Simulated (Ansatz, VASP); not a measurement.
InAs: VASP beside Ansatz

File INCAR:

```
SYSTEM = InAs
ALGO     = Normal         ! electronic algorithm
EDIFF    = 1E-7           ! SCF threshold, eV
EDIFFG   = -0.01          ! ionic threshold
ENCUT    = 600            ! plane-wave cutoff, eV
GGA      = RP             ! functional
IBRION   = 2              ! ionic algorithm
ISIF     = 3              ! what is computed and relaxed
ISMEAR   = -1             ! smearing method
IVDW     = 12             ! dispersion correction
LASPH    = .TRUE.         ! aspherical terms in the spheres
LCHARG   = .FALSE.        ! write CHGCAR
LREAL    = .FALSE.        ! projectors in reciprocal space
LWAVE    = .FALSE.        ! write WAVECAR
NELM     = 80             ! most SCF steps
NSW      = 60             ! ionic steps
PREC     = Accurate       ! precision mode
SIGMA    = 0.05           ! smearing width, eV
```

File KPOINTS:

```
k-points
0
G
  8 8 8
  0 0 0
```

Contents of POSCAR:

```
InAs
1.0
    0.0000000000      2.8773040000      2.8773040000
    2.8773040000      0.0000000000      2.8773040000
    2.8773040000      2.8773040000      0.0000000000
In As
1 1
Direct
    0.5000000000      0.5000000000      0.5000000000
    0.0000000000      0.0000000000      0.0000000000
```

File input.yaml:

```yaml
crystal:
  lattice:
    - [0.0, 2.877304, 2.877304]
    - [2.877304, 0.0, 2.877304]
    - [2.877304, 2.877304, 0.0]
  atoms:
    - { symbol: In, position: [0.5, 0.5, 0.5] }
    - { symbol: As, position: [0.0, 0.0, 0.0] }
hamiltonian:
  xc: rpbe
  pseudopotentials: { kind: paw }
  dispersion: d3bj
kpoints:
  mp_grid: { grid: [8, 8, 8] }
scf:
  occupations: { method: fermi_dirac, width: 0.05 }
output:
  forces: true
  stress: true
  eigenvalues: true
relax:
  f_tol: 0.01
  max_steps: 40
  cell: { stress_tol: 0.05 }
```

Alike in both runs: task relaxation of cell and atoms; functional RPBE; dispersion D3(BJ); k mesh 8 × 8 × 8; occupations fermi-dirac, width 0.05 eV; no spin polarisation.

|  | VASP | Ansatz |
| --- | --- | --- |
| version | VASP 6.6.1 | Ansatz 0.2.0 |
| potentials or method | VASP PAW PBE potentials, release 64 (In_d, As) | Ansatz PAW |
| plane-wave cutoff (eV) | 600 | 420 |
| valence electrons in the cell | 18 | 28 |

|  | VASP | Ansatz | Ansatz less VASP |
| --- | --- | --- | --- |
| gap on the k mesh at the Fermi level, each at its own relaxed structure (eV) | none | none | - |
| relaxed volume (Å³/atom) | 19.15 | 19.12 | -0.037 |
| relaxed cell length with the largest relative difference (Å) | 3.784 | 3.781 | -0.0025 |

VASP's potentials were made for PBE, not for RPBE. A gap of «none» marks a metal or a gap that the smearing closes. VASP's potentials hold 18 valence electrons a cell and Ansatz's 28, so a difference there can come from the potentials and not from the codes.

Noted on VASP's run: the volume moved by over 15 % at a fixed basis, so the end points are rough. Noted on Ansatz's run: the volume moved by over 15 % at a fixed basis, so the end points are rough; the plane-wave basis is chosen anew once the cell has moved, so the energies of steps on either side of that aren't comparable.
